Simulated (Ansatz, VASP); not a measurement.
## Two plane-wave programs on AlN

```
Al N
1.0
     3.36090    0.00000    0.00000
    -1.68045    2.91062    0.00000
     0.00000    0.00000    4.18140
Al N
2 2
Direct
  0.33333 0.66667 0.75000
  0.66667 0.33333 0.25000
  0.33333 0.66667 0.25000
  0.66667 0.33333 0.75000
```

Alike in both runs: task single point; functional PBEsol; k mesh 9 × 9 × 6; occupations gaussian, width 0.05 eV; no spin polarisation.

|  | VASP | Ansatz |
| --- | --- | --- |
| version | VASP 6.6.1 | Ansatz 0.2.0 |
| potentials or method | VASP PAW PBE potentials, release 64 (Al, N), cutoff 520 eV | scalar-relativistic, plane waves, PAW |
| valence electrons in the cell | 16 | 16 |

|  | VASP | Ansatz | Ansatz less VASP |
| --- | --- | --- | --- |
| gap on the k mesh at the Fermi level (eV) | 3.03 | 3.02 | -0.011 |
| least direct gap on the mesh (eV) | 3.03 | 3.02 | -0.011 |
| pressure (GPa) | -9.2 | -9.1 | +0.03 |
| traceless stress, the component that is largest in VASP (GPa) | 1.79 | 1.78 | -0.009 |

VASP's potentials were made for PBE, not for PBEsol, and Ansatz warns of the same on its side.
